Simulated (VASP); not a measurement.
**BaTiO3: relaxation of shape and atoms at fixed volume with PBE+U**

The system is BaTiO3.

```
Ba Ti O
1.0
     3.92363    0.00000    0.00000
     0.00000    3.92363    0.00000
     0.00000    0.00000    3.92486
Ba Ti O
1 1 3
Direct
  0.00000 0.00000 0.00804
  0.50000 0.50000 0.50693
  0.50000 0.50000 0.00969
  0.50000 0.00000 0.50917
  0.00000 0.50000 0.50917
```

```
Program                : VASP 6.6.1
Task                   : relaxation of shape and atoms at fixed volume
Functional             : PBE
Potentials or basis    : VASP PAW PBE potentials, release 64 (Ba_sv, Ti_sv, O)
Cutoff                 : 600 eV
k mesh                 : 8 × 8 × 8
Occupations            : gaussian, width 0.02 eV
Spin                   : no spin polarisation
Hubbard terms          : Ti d U = 4.0 eV
Dipole correction      : no
Further INCAR settings : ALGO = Normal; EDIFF = 1e-07; IBRION = 2; EDIFFG = -0.01; NSW = 50; ISIF = 4
```

| Item | Value |
| --- | --- |
| Energy gained by relaxing | 0.1 meV/atom |
| Ionic steps | 5 |
| Pressure after relaxing | 19.6 GPa |
| Largest force after relaxing | 0.003 eV/Å |
| Band gap on the k mesh | 2.35 eV (least direct gap 2.48 eV) |

Forces on the atoms (eV/Å):
```
Ba   0.000  0.000  0.003
Ti   0.000  0.000 -0.002
O    0.000  0.000 -0.001
O    0.000  0.000  0.000
O    0.000  0.000  0.000
```

The path:
| step | energy change (eV) | largest force (eV/Å) | pressure (GPa) | volume (Å³) |
| --- | --- | --- | --- | --- |
| 1 | 0.0000 | 0.0684 | 19.65 | 60.42 |
| 2 | -0.0003 | 0.0262 | 19.65 | 60.42 |
| 3 | -0.0003 | 0.0197 | 19.64 | 60.42 |
| 4 | -0.0003 | 0.0106 | 19.64 | 60.42 |
| 5 | -0.0004 | 0.0030 | 19.64 | 60.42 |

Final structure:
```
Ba Ti O
1.0
     3.92413    0.00000    0.00000
     0.00000    3.92413    0.00000
     0.00000    0.00000    3.92387
Ba Ti O
1 1 3
Direct
  0.00000 0.00000 0.00853
  0.50000 0.50000 0.50863
  0.50000 0.50000 0.00863
  0.50000 0.00000 0.50860
  0.00000 0.50000 0.50860
```

Levels at points of the mesh, in eV from the valence-band top:
```tsv
k point	band 18	band 19	band 20	band 21	band 22	band 23
(0.00, 0.00, 0.00)	-0.13	-0.13	-0.13	2.35	2.35	2.35
(0.50, 0.00, 0.00)	-1.80	-0.79	-0.79	2.57	4.25	4.25
(0.50, 0.50, 0.00)	-0.85	-0.85	-0.10	4.27	4.27	4.72
(0.00, 0.00, 0.50)	-1.80	-0.79	-0.79	2.57	4.25	4.25
(0.50, 0.00, 0.50)	-0.85	-0.85	-0.10	4.27	4.27	4.72
(0.50, 0.50, 0.50)	0.00	0.00	0.00	5.01	5.01	5.01
```

Eigenvalues of the final occupation matrices:
| site | spin | trace | eigenvalues |
| --- | --- | --- | --- |
| site 2 d | 1 | 0.82 | 0.11 0.11 0.11 0.25 0.25 |
| site 2 d | 2 | 0.82 | 0.11 0.11 0.11 0.25 0.25 |

Wall time 4.7 min on 1 thread of Intel Xeon 8259CL, with other jobs on the host, peak memory 0.25 GiB.

Caveat: spin-orbit coupling is left out, which moves the levels of the heavy elements. A k mesh can miss the band edges.
